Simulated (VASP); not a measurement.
Wanted: the native input for a VASP 6.6.1 run.

```
Task                    : density of states
Functional              : PBE
Potentials or basis     : VASP PAW PBE potentials, release 64 (Hf_pv)
Cutoff                  : 520 eV
k mesh                  : 15 × 15 × 15
Occupations             : fermi-dirac, width 0.08 eV
Spin                    : no spin polarisation
Dipole correction       : no
k mesh for the DOS      : 23 × 23 × 23
Occupations for the DOS : tetrahedron
Further INCAR settings  : ALGO = Normal; EDIFF = 1e-06; NBANDS = 11
```

The system is Hf.

```
Hf
1.0
     2.46081    0.00000    0.00000
     0.00000    2.46081    0.00000
     0.00000    0.00000    2.46081
Hf
1
Direct
  0.00000 0.00000 0.00000
```

This cell differs from its parent crystal: volume scaled by 0.6.

One way to write it, as run:

POSCAR

```
Hf
1.0
    2.4608082224      0.0000000000      0.0000000000
    0.0000000000      2.4608082224      0.0000000000
    0.0000000000      0.0000000000      2.4608082224
Hf
1
Direct
    0.0000000000      0.0000000000      0.0000000000
```

INCAR.step1

```
PREC = Accurate ; ENCUT = 520
EDIFF = 1E-6 ; ISMEAR = -1
SIGMA = 0.08 ; LREAL = False
LASPH = True ; NELM = 80
ALGO = Normal ; ISIF = 2
LWAVE = False ; LCHARG = True
LMAXMIX = 4 ; GGA = PE
NBANDS = 11
```

KPOINTS.step1

```
Automatic mesh
0
Gamma
  15 15 15
```

INCAR.step2

```
PREC = Accurate ; ENCUT = 520
EDIFF = 1E-6 ; ISMEAR = -5
SIGMA = 0.08 ; LREAL = False
LASPH = True ; NELM = 80
ALGO = Normal ; ISIF = 2
LWAVE = False ; LCHARG = False
LMAXMIX = 4 ; GGA = PE
LORBIT = 11 ; NBANDS = 11
NEDOS = 2001 ; ICHARG = 11
```

KPOINTS.step2

```
Automatic mesh
0
Gamma
  23 23 23
```

Potentials or basis: VASP PAW PBE potentials, release 64 (Hf_pv).

Run with:

```console
$ cat potpaw_PBE.64/Hf_pv/POTCAR > POTCAR
$ cp INCAR.step1 INCAR
$ cp KPOINTS.step1 KPOINTS
$ mpirun -np 1 vasp_std > vasp.out
$ cp INCAR.step2 INCAR
$ cp KPOINTS.step2 KPOINTS
$ mpirun -np 1 vasp_std > vasp.out
```

Results of the run:

```json
{
  "Valence electrons inside the program's atomic spheres": "Hf 9.54"
}
```

Caveat: spin-orbit coupling is left out, which moves the levels of the heavy elements.

Wall time 76 s on 1 thread of AMD EPYC 7R13, with other jobs on the host, peak memory 0.14 GiB.
